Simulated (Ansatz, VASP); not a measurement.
One calculation of Cd, two programs

```
Cd
1.0
     0.00000    2.24988    2.24988
     2.24988    0.00000    2.24988
     2.24988    2.24988    0.00000
Cd
1
Direct
  0.00000 0.00000 0.00000
```

Alike in both runs: functional PBE; k mesh 14 × 14 × 14; occupations fermi-dirac, width 0.08 eV; no spin polarisation.

Ansatz relaxed the structure, and its values are those at the end. VASP's run is a single point on that final structure, the one shown.

|  | VASP | Ansatz |
| --- | --- | --- |
| version | VASP 6.6.1 | Ansatz 0.2.0 |
| potentials or method | VASP PAW PBE potentials, release 64 (Cd) | PAW with Ansatz's default frozen-core files, scalar-relativistic |
| plane-wave cutoff (eV) | 520 | 420 |
| valence electrons in the cell | 12 | 20 |

Ansatz gave:

| Quantity | Value |
| --- | --- |
| pressure (GPa) | 0.0 |

What did VASP give for the same quantities?

Pressure (GPa): 0.2.

VASP's potentials hold 12 valence electrons a cell and Ansatz's 20, so a difference there can come from the potentials and not from the codes.
